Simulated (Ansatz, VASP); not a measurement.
**Two plane-wave programs on Sn**

The input INCAR:

```
SYSTEM = Sn
PREC     = Accurate       ! precision mode
ENCUT    = 500            ! plane-wave cutoff, eV
EDIFF    = 1E-6           ! SCF threshold, eV
ISMEAR   = 0              ! smearing method
SIGMA    = 0.1            ! smearing width, eV
LREAL    = .False.        ! projectors in reciprocal space
LASPH    = .True.         ! aspherical terms in the spheres
NELM     = 120            ! most SCF steps
ALGO     = Normal         ! electronic algorithm
ISIF     = 2              ! what is computed and relaxed
LWAVE    = .False.        ! write WAVECAR
LCHARG   = .False.        ! write CHGCAR
GGA      = PE             ! functional
NBANDS   = 13             ! bands
GGA_COMPAT= .False.
```

Contents of KPOINTS:

```
regular mesh
0
Gamma
  6 6 6
  0 0 0
```

The input POSCAR:

```
Sn
1.0
    3.5443363559      0.0000000000      0.0000000000
   -1.7721681779      3.0694853237      0.0000000000
    0.0000000000      0.0000000000      3.3117392825
Sn
1
Direct
    0.0000000000      0.0000000000      0.0000000000
```

Input for Ansatz:

```yaml
crystal:
  lattice:
    - [3.5443363559, 0.0, 0.0]
    - [-1.7721681779, 3.0694853237, 0.0]
    - [0.0, 0.0, 3.3117392825]
  atoms:
    - { symbol: Sn, position: [0.0, 0.0, 0.0] }
basis:
  ecutwfc: 420
kpoints:
  mp_grid: { grid: [6, 6, 6] }
hamiltonian:
  xc: pbe
scf:
  occupations: { method: gaussian, width: 0.1 }
  lower_state_search: "off"
output:
  forces: true
  stress: true
  eigenvalues: true
```

Alike in both runs: task single point; functional PBE; k mesh 6 × 6 × 6; occupations gaussian, width 0.1 eV; no spin polarisation.

|  | VASP | Ansatz |
| --- | --- | --- |
| version | VASP 6.6.1 | Ansatz 0.2.0 |
| potentials or method | VASP PAW PBE potentials, release 64 (Sn_d), cutoff 500 eV | scalar-relativistic, plane waves, PAW |
| valence electrons in the cell | 14 | 14 |

VASP gave:

```
gap on the k mesh at the Fermi level (eV)                     : none
pressure (GPa)                                                : -6.6
traceless stress, the component that is largest in VASP (GPa) : 3.59
```

Task: Estimate Ansatz's values.

Result: gap on the k mesh at the Fermi level (eV): none; pressure (GPa): -6.5; traceless stress, the component that is largest in VASP (GPa): 3.60.

A gap of «none» marks a metal or a gap that the smearing closes.
